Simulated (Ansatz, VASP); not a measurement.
Two plane-wave programs on TiTe2

```
Ti Te
1.0
     3.77700    0.00000    0.00000
    -1.88850    3.27098    0.00000
     0.00000    0.00000    6.49800
Ti Te
1 2
Cartesian
  0.0000 0.0000 0.0000
  1.8885 1.0903 1.7077
  0.0000 2.1807 4.7903
```

Alike in both runs: task relaxation of cell and atoms; functional r2SCAN; k mesh 8 × 8 × 4; no spin polarisation.

```csv
,VASP,Ansatz
version,VASP 6.6.1,Ansatz 0.2.0
potentials or method,"VASP PAW PBE potentials, release 64 (Ti_sv, Te)","plane waves, PAW"
plane-wave cutoff (eV),600,500
occupations,"methfessel-paxton of order 1, width 0.1 eV",cold
valence electrons in the cell,24,44
```

```tsv
	VASP	Ansatz	Ansatz less VASP
relaxed volume (Å³/atom)	28.20	28.26	+0.067
relaxed cell length with the largest relative difference (Å)	6.685	6.706	+0.0218
```

VASP's potentials were made for PBE, not for r2SCAN. VASP's potentials hold 24 valence electrons a cell and Ansatz's 44, so a difference there can come from the potentials and not from the codes.

Spin-orbit coupling is off throughout.
